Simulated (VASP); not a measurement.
Write the native input for VASP 6.6.1 that does the following.

```
Task                   : relaxation of cell and atoms
Functional             : PBE
Potentials or basis    : VASP PAW PBE potentials, release 64 (Si, B, I)
Cutoff                 : 600 eV
k mesh                 : 8 × 8 × 8
Occupations            : gaussian, width 0.1 eV
Spin                   : no spin polarisation
Dipole correction      : no
Further INCAR settings : ALGO = Normal; EDIFF = 1e-06; IBRION = 2; EDIFFG = -0.01; NSW = 100; ISIF = 3
```

The structure of Si3B3I lies in POSCAR:

```
Si3B3I
1.0
    4.8987362201      0.0000000000      0.0000000000
    0.0000000000      4.8987362201      0.0000000000
    0.0000000000      0.0000000000      4.8987362201
Si B I
3 3 1
Direct
    0.5000000000      0.0000000000      0.0000000000
    0.0000000000      0.5000000000      0.0000000000
    0.0000000000      0.0000000000      0.5000000000
    0.0000000000      0.5000000000      0.5000000000
    0.5000000000      0.0000000000      0.5000000000
    0.5000000000      0.5000000000      0.0000000000
    0.0000000000      0.0000000000      0.0000000000
```

The cell was generated, and may not be a known phase.

These files were run (other wordings do the same):

INCAR

```
SYSTEM = Si3B3I
PREC = Accurate
ENCUT = 600
EDIFF = 1E-6
ISMEAR = 0
SIGMA = 0.1
LREAL = .FALSE.
LASPH = .TRUE.
NELM = 100
ALGO = Normal
ISIF = 3
LWAVE = .FALSE.
LCHARG = .FALSE.
GGA = PE
IBRION = 2
NSW = 100
EDIFFG = -0.01
```

KPOINTS

```
regular mesh
0
G
  8 8 8
  0 0 0
```

Potentials or basis: VASP PAW PBE potentials, release 64 (Si, B, I).

Run with:

```bash
$ cat potpaw_PBE.64/Si/POTCAR potpaw_PBE.64/B/POTCAR potpaw_PBE.64/I/POTCAR > POTCAR
$ mpirun -np 1 vasp_std > vasp.out
```

It gave:

- Relaxed volume: 16.84 Å³/atom
- Relaxed cell: a = 4.903 Å, b = 4.903 Å, c = 4.903 Å, α = 90.00°, β = 90.00°, γ = 90.00°
- Space group after relaxing (to 0.1 Å): Pm-3m (No. 221)
- Energy gained by relaxing: 0.0 meV/atom
- Ionic steps: 2
- Pressure after relaxing: 0.0 GPa
- Band gap on the k mesh: zero (bands 14 and 15 overlap by 3.20 eV)

Caveat: spin-orbit coupling is left out, which moves the levels of the heavy elements.

Wall time 43 s on 1 thread of Intel(R) Xeon(R) 6975P-C (Granite Rapids), on a shared host, peak memory 0.31 GiB.
